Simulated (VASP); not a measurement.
A run of VASP 6.6.1 is set up as follows.

INCAR

```
SYSTEM = Bi2Te3
PREC = Accurate
ENCUT = 520
EDIFF = 1E-6
ISMEAR = -1
SIGMA = 0.05
LREAL = .False.
LASPH = .True.
NELM = 80
ALGO = Normal
ISIF = 2
LWAVE = .False.
LCHARG = .False.
GGA = PE
IVDW = 12
NBANDS = 32
```

File KPOINTS:

```
Automatic mesh
0
Gamma
  7 7 7
  0 0 0
```

File POSCAR:

```
Bi2Te3
1.0
    2.1923140578      1.2657331114     10.1107078396
   -2.1923140578      1.2657331114     10.1107078396
    0.0000000000     -2.5314662228     10.1107078396
Bi Te
2 3
Direct
    0.5999053321      0.5999053321      0.5999053321
    0.4000946679      0.4000946679      0.4000946679
    0.7905607507      0.7905607507      0.7905607507
    0.2094392493      0.2094392493      0.2094392493
    0.0000000000      0.0000000000      0.0000000000
```

Potentials or basis: VASP PAW PBE potentials, release 64 (Bi_d, Te).

Run with:

```sh
$ cat potpaw_PBE.64/Bi_d/POTCAR potpaw_PBE.64/Te/POTCAR > POTCAR
$ mpirun -np 1 vasp_std > vasp.out
```

Problem. Estimate the dispersion energy per atom.

Solution. -0.450 eV.

Problem. What does it give for the largest force?

Solution. 0.022 eV/Å.

Problem. Predict the band gap on the k mesh.

Solution. 0.26 eV.

Forces in eV/Å, atoms in the order of the input:
```
Bi   0.000  0.000  0.012
Bi   0.000  0.000 -0.012
Te   0.000  0.000  0.022
Te   0.000  0.000 -0.022
Te   0.000  0.000  0.000
```

Caveat: spin-orbit coupling is left out, which moves the levels of the heavy elements.

**Measured values to compare with.**

“Vacancy and Antisite-Induced Ferromagnetism in Liquid-Phase Exfoliated Bi2Te3”, 2024, arxiv:2412.10539 quotes, for a bulk crystal of Bi2Te3: band gap 0.17 eV.

A measured gap of Bi2Te3 is 0.17 eV (quoted in “Vacancy and Antisite-Induced Ferromagnetism in Liquid-Phase Exfoliated Bi2Te3”, 2024, arxiv:2412.10539); the calculated 0.26 eV misses it by +0.09 eV. Spin-orbit coupling on Bi, Te is left out. The value is that of PBE+D3(BJ) on a finite k mesh, which can miss the band edges, without temperature or zero-point motion.
